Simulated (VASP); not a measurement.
Crystal: Ir.

```
Ir
1.0
    -1.51267    1.51267    1.51267
     1.51267   -1.51267    1.51267
     1.51267    1.51267   -1.51267
Ir
1
Direct
  0.00000 0.00000 0.00000
```

This isn't the form of Ir at room conditions, which is fcc.

- Program: VASP 6.6.1
- Task: relaxation of cell and atoms
- Functional: LDA
- Potentials or basis: VASP PAW LDA potentials, release 64 (Ir)
- Cutoff: 600 eV
- k mesh: 20 × 20 × 20
- Occupations: fermi-dirac, width 0.08 eV
- Spin: no spin polarisation

At the start: pressure 16.4 GPa; volume 13.85 Å³/atom.

Problem. How do energy, volume and symmetry change on relaxing?

Solution. Over 16 steps the energy falls by 28.5 meV/atom and the volume is 14.43 Å³/atom (+4.2 %); space group Im-3m (No. 229, to 0.1 Å) before and after.

The path:
| step | energy change (eV) | largest force (eV/Å) | pressure (GPa) | volume (Å³) |
| --- | --- | --- | --- | --- |
| 1 | 0.0000 | 0.0000 | 16.37 | 13.85 |
| 2 | 0.3107 | 0.0000 | -37.74 | 16.88 |
| 3 | -0.0284 | 0.0000 | -1.08 | 14.47 |
| 4 | -0.0285 | 0.0000 | -0.11 | 14.43 |
| 5 | -0.0285 | 0.0000 | 0.20 | 14.42 |
| 6 | -0.0285 | 0.0000 | 0.20 | 14.42 |
| 7 | -0.0285 | 0.0000 | 0.20 | 14.42 |
| 8 | -0.0285 | 0.0000 | 0.17 | 14.42 |
| 9 | -0.0285 | 0.0000 | 0.17 | 14.42 |
| 10 | -0.0285 | 0.0000 | 0.17 | 14.42 |
| 11 | -0.0285 | 0.0000 | 0.17 | 14.42 |
| 12 | -0.0285 | 0.0000 | 0.16 | 14.42 |
| 13 | -0.0285 | 0.0000 | 0.16 | 14.42 |
| 14 | -0.0285 | 0.0000 | 0.15 | 14.42 |
| 15 | -0.0285 | 0.0000 | 0.13 | 14.42 |
| 16 | -0.0285 | 0.0000 | 0.01 | 14.43 |

Final structure:
```
Ir
1.0
    -1.53354    1.53354    1.53354
     1.53354   -1.53354    1.53354
     1.53354    1.53354   -1.53354
Ir
1
Direct
  0.00000 0.00000 0.00000
```
